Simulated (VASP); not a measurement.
Here is a VASP 6.6.1 calculation.

INCAR

```
PREC = Accurate ; ENCUT = 520
EDIFF = 1E-6 ; ISMEAR = 0
SIGMA = 0.02 ; LREAL = F
LASPH = T ; NELM = 100
ALGO = Normal ; ISIF = 2
LWAVE = F ; LCHARG = T
GGA = PE ; LELF = T
LVHAR = T ; NBANDS = 36
```

File KPOINTS:

```
regular mesh
0
Gamma
  12 12 4
```

Contents of POSCAR:

```
Zn2CdS3
1.0
    3.9507636835     -0.0000000289      0.0000000000
   -1.9753818168      3.4214617287      0.0000000000
    0.0000000000      0.0000000000      9.7749151000
Zn Cd S
2 1 3
Direct
    0.3333333333      0.6666666667      0.9915450000
    0.6666666667      0.3333333333      0.6754090000
    0.0000000000      0.0000000000      0.3288580000
    0.3333333333      0.6666666667      0.7507530000
    0.6666666667      0.3333333333      0.4354840000
    0.0000000000      0.0000000000      0.0679500000
```

Potentials or basis: VASP PAW PBE potentials, release 64 (Zn, Cd, S).

The run is started by

```bash
$ cat potpaw_PBE.64/Zn/POTCAR potpaw_PBE.64/Cd/POTCAR potpaw_PBE.64/S/POTCAR > POTCAR
$ mpirun -np 1 vasp_std > vasp.out
```

(1) What does it give for the band gap on the k mesh?

(2) What does it give for the pressure?

(3) Predict the largest force.

Results:

(1) 1.41 eV.

(2) 0.2 GPa.

(3) 0.033 eV/Å.
